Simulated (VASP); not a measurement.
# CaF2 in VASP: single point with PBE+D3(BJ)

Aim: the single point of CaF2 with PBE+D3(BJ).

Program: VASP 6.6.1. These are calculated values, not measurements. Logs are shortened: lines on timing, memory, paths and dates and some standing lists are left out, and cuts for length are marked.

## Step 1: The cell of the first run

The cell holds a slab with vacuum, 24 atoms: a = 7.735 Å, b = 5.469 Å, c = 25.672 Å, α = 90.00°, β = 90.00°, γ = 90.00°.

## Step 2: Single point, PBE+D3(BJ)

File INCAR:

```
SYSTEM = CaF2
  PREC = Accurate
  ENCUT = 520
  EDIFF = 1E-6
  ISMEAR = 0
  SIGMA = 0.05
  LREAL = .False.
  LASPH = .True.
  NELM = 120
  ALGO = Normal
  ISIF = 2
  LWAVE = .False.
  LCHARG = .True.
  LDIPOL = .True.
  IDIPOL = 3
  DIPOL = 0.5 0.5 0.425
  GGA = PE
  IVDW = 12
  LELF = .True.
  LVHAR = .True.
  LVACPOTAV = .True.
  NBANDS = 114
  GGA_COMPAT = .False.
  NELMDL = -8
```

File KPOINTS:

```
Automatic mesh
0
Gamma
  2 3 1
  0 0 0
```

File POSCAR:

```
CaF2
1.0
    7.7347822766      0.0000000000      0.0000000000
    0.0000000000      5.4693169988      0.0000000000
    0.0000000000      0.0000000000     25.6721867075
Ca F
8 16
Direct
    0.2500000000      0.5000000000      0.3116212924
    0.7500000000      0.5000000000      0.3116212924
    0.5000000000      0.0000000000      0.3869438814
    0.0000000000      0.0000000000      0.3869438814
    0.7505821493      0.5030207690      0.4647804053
    0.2498819111      0.4960722455      0.4656669115
    0.0034508955     -0.0032312140      0.5324481208
    0.4924146233     -0.0090234895      0.5338800987
    0.5000000000      0.7500000000      0.3116212924
    0.0000000000      0.7500000000      0.3116212924
    0.5000000000      0.2500000000      0.3116212924
    0.0000000000      0.2500000000      0.3116212924
    0.7500000000      0.2500000000      0.3869438814
    0.2500000000      0.2500000000      0.3869438814
    0.7500000000      0.7500000000      0.3869438814
    0.2500000000      0.7500000000      0.3869438814
    0.0023883433      0.7462342690      0.4616275158
    0.4971344688      0.7445958341      0.4620151525
   -0.0045920356      0.2481014057      0.4620646354
    0.5058694814      0.2460489546      0.4639032472
    0.2458540028      0.2324406856      0.5362667056
    0.7620088483      0.2571227940      0.5430615725
    0.2475334686      0.7550054985      0.5388724860
    0.7506363397      0.7759305882      0.5353294475
```

Potentials or basis: VASP PAW PBE potentials, release 64 (Ca_sv, F).

Run with:

```console
> cat potpaw_PBE.64/Ca_sv/POTCAR potpaw_PBE.64/F/POTCAR > POTCAR
> mpirun -np 1 vasp_std > vasp.out
```

OUTCAR:

```text
SYSTEM = CaF2
   PREC = Accurate
   ENCUT = 520
   EDIFF = 1E-6
   ISMEAR = 0
   LREAL = .False.
   LASPH = .True.
   NELM = 120
   ISIF = 2
   GGA = PE
   IVDW = 12
   NELMDL = -8
 IVDW          = 12

 ion  position               nearest neighbor table
   1  0.250  0.500  0.312-  14 2.37  16 2.37  11 2.37  12 2.37   9 2.37  10 2.37
   2  0.750  0.500  0.312-  13 2.37  15 2.37  11 2.37  12 2.37   9 2.37  10 2.37
   3  0.500  0.000  0.387-   9 2.37  11 2.37  13 2.37  14 2.37  15 2.37  16 2.37  18 2.38  20 2.39

   4  0.000  0.000  0.387-  19 2.36  17 2.37  10 2.37  12 2.37  15 2.37  16 2.37  13 2.37  14 2.37

   5  0.751  0.503  0.465-  24 2.35  19 2.35  20 2.36  17 2.36  18 2.37  15 2.41  22 2.42  13 2.43

   6  0.250  0.496  0.466-  21 2.32  18 2.35  23 2.35  17 2.36  19 2.39  20 2.41  14 2.43  16 2.45

   7  0.003  0.997  0.532-  19 2.27  17 2.28  21 2.28  24 2.30  23 2.31  22 2.36
   8  0.492  0.991  0.534-  20 2.28  18 2.28  23 2.30  24 2.32  21 2.32
   9  0.500  0.750  0.312-   3 2.37   2 2.37   1 2.37
  10  0.000  0.750  0.312-   4 2.37   2 2.37   1 2.37
  11  0.500  0.250  0.312-   3 2.37   2 2.37   1 2.37
  12  0.000  0.250  0.312-   4 2.37   2 2.37   1 2.37
  13  0.750  0.250  0.387-   2 2.37   3 2.37   4 2.37   5 2.43
  14  0.250  0.250  0.387-   1 2.37   3 2.37   4 2.37   6 2.43
  15  0.750  0.750  0.387-   2 2.37   3 2.37   4 2.37   5 2.41
  16  0.250  0.750  0.387-   1 2.37   3 2.37   4 2.37   6 2.45
  17  0.002  0.746  0.462-   7 2.28   6 2.36   5 2.36   4 2.37
  18  0.497  0.745  0.462-   8 2.28   6 2.35   5 2.37   3 2.38
  19  0.995  0.248  0.462-   7 2.27   5 2.35   4 2.36   6 2.39
  20  0.506  0.246  0.464-   8 2.28   5 2.36   3 2.39   6 2.41
  21  0.246  0.232  0.536-   7 2.28   6 2.32   8 2.32
  22  0.762  0.257  0.543-   7 2.36   5 2.42
  23  0.248  0.755  0.539-   8 2.30   7 2.31   6 2.35
  24  0.751  0.776  0.535-   7 2.30   8 2.32   5 2.35

  LATTYP: Found a simple orthorhombic cell.
 ALAT       =     5.4693169988
 B/A-ratio  =     1.4142135624
 C/A-ratio  =     4.6938560543

  Lattice vectors:

 A1 = (   0.0000000000,  -5.4693169988,   0.0000000000)
 A2 = (   7.7347822766,   0.0000000000,   0.0000000000)
 A3 = (   0.0000000000,   0.0000000000,  25.6721867075)

Analysis of symmetry for initial positions (statically):
=====================================================================
 Subroutine PRICEL returns:
 Original cell was already a primitive cell.

 Routine SETGRP: Setting up the symmetry group for a
 simple orthorhombic supercell.

 Subroutine GETGRP returns: Found  1 space group operations
 (whereof  1 operations were pure point group operations)
 out of a pool of  8 trial point group operations.

The static configuration has the point symmetry C_1 .

Analysis of symmetry for dynamics (positions and initial velocities):
=====================================================================
 Subroutine PRICEL returns:
 Original cell was already a primitive cell.

 Routine SETGRP: Setting up the symmetry group for a
 simple orthorhombic supercell.

 Subroutine GETGRP returns: Found  1 space group operations
 (whereof  1 operations were pure point group operations)
 out of a pool of  8 trial point group operations.

The dynamic configuration has the point symmetry C_1 .

 Subroutine INISYM returns: Found  1 space group operations
 (whereof  1 operations are pure point group operations),
 and found     1 'primitive' translations

----------------------------------------------------------------------------------------

                                     Primitive cell

  volume of cell :    1086.0356

  direct lattice vectors                    reciprocal lattice vectors
     7.734782277  0.000000000  0.000000000     0.129286121  0.000000000  0.000000000
     0.000000000  5.469316999  0.000000000     0.000000000  0.182838186  0.000000000
     0.000000000  0.000000000 25.672186707     0.000000000  0.000000000  0.038952662

  length of vectors
     7.734782277  5.469316999 25.672186707     0.129286121  0.182838186  0.038952662

  position of ions in fractional coordinates (direct lattice)
     0.250000000  0.500000000  0.311621292
     0.750000000  0.500000000  0.311621292
     0.500000000  0.000000000  0.386943881
     0.000000000  0.000000000  0.386943881
     0.750582149  0.503020769  0.464780405
     0.249881911  0.496072246  0.465666912
[... 16 lines left out ...]
     0.247533469  0.755005498  0.538872486
     0.750636340  0.775930588  0.535329447

  ion indices of the primitive-cell ions
   primitive index   ion index
                 1           1
                 2           2
                 3           3
                 4           4
                 5           5
                 6           6
[... 16 lines left out ...]
                23          23
                24          24

----------------------------------------------------------------------------------------

 KPOINTS: Automatic mesh

Automatic generation of k-mesh.
 Grid dimensions read from file:
 generate k-points for:    2    3    1

 Generating k-lattice:

  Cartesian coordinates                     Fractional coordinates (reciprocal lattice)
     0.064643061  0.000000000  0.000000000     0.500000000  0.000000000  0.000000000
     0.000000000  0.060946062  0.000000000     0.000000000  0.333333333  0.000000000
     0.000000000  0.000000000  0.038952662     0.000000000  0.000000000  1.000000000

  Length of vectors
     0.064643061  0.060946062  0.038952662

  Shift w.r.t. Gamma in fractional coordinates (k-lattice)
     0.000000000  0.000000000  0.000000000

 Subroutine IBZKPT returns following result:
 ===========================================

 Found      4 irreducible k-points:

 Following reciprocal coordinates:
            Coordinates               Weight
  0.000000  0.000000  0.000000      1.000000
  0.500000  0.000000  0.000000      1.000000
  0.000000  0.333333  0.000000      2.000000
  0.500000  0.333333  0.000000      2.000000
   k-points           NKPTS =      4   k-points in BZ     NKDIM =      4   number of bands    NBANDS=    114
   number of dos      NEDOS =    301   number of ions     NIONS =     24
   total plane-waves  NPLWV = 483840
   dimension x,y,z NGX =    60 NGY =   42 NGZ =  192
   dimension x,y,z NGXF=   120 NGYF=   84 NGZF=  384
   ions per type =               8  16
   NGX,Y,Z   is equivalent  to a cutoff of  12.90, 12.77, 12.43 a.u.
   NGXF,Y,Z  is equivalent  to a cutoff of  25.79, 25.53, 24.87 a.u.
 SYSTEM =  CaF2
   PREC   = accura    normal or accurate (medium, high low for compatibility)
   ISTART =      0    job   : 0-new  1-cont  2-samecut
   ICHARG =      2    charge: 1-file 2-atom 10-const
   ISPIN  =      1    spin polarized calculation?
   LNONCOLLINEAR =      F non collinear calculations
   LSORBIT =      F    spin-orbit coupling
   LASPH  =      T    aspherical Exc in radial PAW
   ENCUT  =  520.0 eV  38.22 Ry    6.18 a.u.  14.38 10.17 47.73*2*pi/ulx,y,z
   NELM   =    120;   NELMIN=  2; NELMDL= -8     # of ELM steps
   EDIFF  = 0.1E-05   stopping-criterion for ELM
   LREAL  =      F    real-space projection
   EDIFFG = 0.1E-04   stopping-criterion for IOM
   NSW    =      0    number of steps for IOM
   IBRION =     -1    ionic relax: 0-MD 1-quasi-New 2-CG
   NFREE  =      0    steps in history (QN), initial steepest desc. (CG)
   ISIF   =      2    stress and relaxation
   ISYM   =      2    0-nonsym 1-usesym 2-fastsym
   POTIM  = 0.5000    time-step for ionic-motion
   TEBEG  =    0.0;   TEEND  =   0.0 temperature during run
   PSTRESS=    0.0 pullay stress
   NELECT =     192.0000    total number of electrons
   NUPDOWN=      -1.0000    fix difference up-down
   EMIN   =  10.00;   EMAX   =-10.00  energy-range for DOS
   EFERMI =   0.00;   METHOD = LEGACY
   ISMEAR =     0;   SIGMA  =   0.05  broadening in eV -4-tet -1-fermi 0-gaus
   EFERMI_NEDOS =   21; number of points for ismear=-14 and -15
   IALGO  =     38    algorithm
   IMIX   =      4    mixing-type and parameters
     AMIX     =   0.40;   BMIX     =  1.00
     AMIX_MAG =   1.60;   BMIX_MAG =  1.00
  volume/ion in A,a.u.               =      45.25       305.37
  Fermi-wavevector in a.u.,A,eV,Ry     =   0.918813  1.736305 11.486279  0.844218
  Thomas-Fermi vector in A             =   2.043937
   LORBIT       =      0    0 simple, 1 ext, 2 COOP (PROOUT), +10 PAW based schemes
   GGA     = PE    functional components
   LHFCALC =     F    Hartree Fock is set to
   AEXX    =    0.0000 exact exchange contribution
   IVDW    =    12    specifies the selected vdW correction
   LEPSILON=     F    determine dielectric tensor
   LRPA    =     F    only Hartree local field effects (RPA)
 non-spin polarized calculation
 Gauss-broadening in eV      SIGMA  =   0.05
  energy-cutoff  :      520.00
  volume of cell :     1086.04
 maximum number of plane-waves:     29268
 NGX is ok and might be reduce to    60
   NGX = 29   NGY = 21   NGZ = 95

 number of electron     192.0000057 magnetization

 dipolmoment           0.000000      0.000000      0.138507 electrons x Angstroem

 Free energy of the ion-electron system (eV)
  ---------------------------------------------------
  ext. energy  EPLUGINS =         0.00000000
  ---------------------------------------------------
  free energy    TOTEN  =      -135.17356236 eV

  energy without entropy =     -135.17356236  energy(sigma->0) =     -135.17356236

 E-fermi :  -3.9404     XC(G=0):  -3.3662

 val. band max:       -4.2528276656   @ k =   0.5000   0.0000   0.0000
 cond. band min:       0.4997443683   @ k =   0.0000   0.0000   0.0000
 fundamental gap:      4.7525720339
 Fermi energy:        -3.9404434789

 k-point     1 :       0.0000    0.0000    0.0000
  band No.  band energies     occupation
      1     -41.9486      2.00000
      2     -41.9388      2.00000
      3     -41.7807      2.00000
      4     -41.4126      2.00000
      5     -41.2117      2.00000
      6     -41.0709      2.00000
[... 100 lines left out ...]
    107       3.0467      0.00000
    108       3.2536      0.00000
[... 331 lines left out ...]
    107       3.2241      0.00000
    108       3.2576      0.00000
 [bands above 108 left out]

------------------------ aborting loop because EDIFF is reached ----------------------------------------

 Edisp (eV)   -2.64672

 E8    (eV) :    -1.1408

  FORCE on cell =-STRESS in cart. coord.  units (eV):
  Direction    XX          YY          ZZ          XY          YZ          ZX
  --------------------------------------------------------------------------------------
  -------------------------------------------------------------------------------------
  Total     -10.22686    -0.10129    -1.89811     0.16362     0.18850    -0.06312
  in kB     -15.08721    -0.14942    -2.80019     0.24137     0.27808    -0.09312
  external pressure =       -6.01 kB  Pullay stress =        0.00 kB

 VOLUME and BASIS-vectors are now :
 -----------------------------------------------------------------------------
  energy-cutoff  :      520.00
  volume of cell :     1086.04
      direct lattice vectors                 reciprocal lattice vectors
     7.734782277  0.000000000  0.000000000     0.129286121  0.000000000  0.000000000
     0.000000000  5.469316999  0.000000000     0.000000000  0.182838186  0.000000000
     0.000000000  0.000000000 25.672186707     0.000000000  0.000000000  0.038952662

 POSITION                                       TOTAL-FORCE (eV/Angst)
 -----------------------------------------------------------------------------------
      1.93370      2.73466      8.00000        -0.009366      0.021405      1.296427
      5.80109      2.73466      8.00000         0.009116     -0.009566      1.292482
      3.86739      0.00000      9.93370         0.021854     -0.008945     -0.546134
      0.00000      0.00000      9.93370        -0.016082     -0.013924     -0.588780
      5.80559      2.75118     11.93193         0.047565     -0.177581      0.255208
      1.93278      2.71318     11.95469        -0.054143     -0.015752     -0.198748
[... 16 lines left out ...]
      1.91462      4.12936     13.83404         0.114323     -0.039139      0.194069
      5.80601      4.24381     13.74308        -0.162500     -0.035549      0.165029
 -----------------------------------------------------------------------------------
    total drift:                                0.000834     -0.000071     -0.003468

  FREE ENERGIE OF THE ION-ELECTRON SYSTEM (eV)
  ---------------------------------------------------
  free  energy   TOTEN  =      -137.8202832492 eV

  energy  without entropy=     -137.8202832492  energy(sigma->0) =     -137.82028325

 vacuum level on the upper side and lower side of the slab         2.005         1.413
```

It took 19 min on 1 thread of AMD EPYC 7R13 (Zen 3), shared host; peak memory 1.1 GiB.

Results:

```
Free energy                : -137.8203 eV
Largest force              : 1.297 eV/Å
Band gap on the k mesh     : 4.75 eV
Dispersion energy per atom : -0.110 eV
```

Forces on the atoms (eV/Å):
```
Ca  -0.009  0.021  1.296
Ca   0.009 -0.010  1.292
Ca   0.022 -0.009 -0.546
Ca  -0.016 -0.014 -0.589
Ca   0.048 -0.178  0.255
Ca  -0.054 -0.016 -0.199
Ca  -0.510  0.195 -0.127
Ca   0.527  0.251 -0.324
F    0.005 -0.534 -0.424
F   -0.005 -0.543 -0.436
F   -0.007  0.535 -0.421
F    0.007  0.541 -0.431
F   -0.045  0.172 -0.042
F    0.052  0.157  0.113
F   -0.022 -0.141  0.020
F    0.019 -0.163 -0.006
F    0.059 -0.004  0.006
F   -0.063  0.045  0.070
F    0.133  0.002 -0.063
F   -0.116 -0.033  0.010
F    0.198  0.037  0.252
F   -0.183 -0.238 -0.065
F    0.114 -0.039  0.194
F   -0.163 -0.036  0.165
```
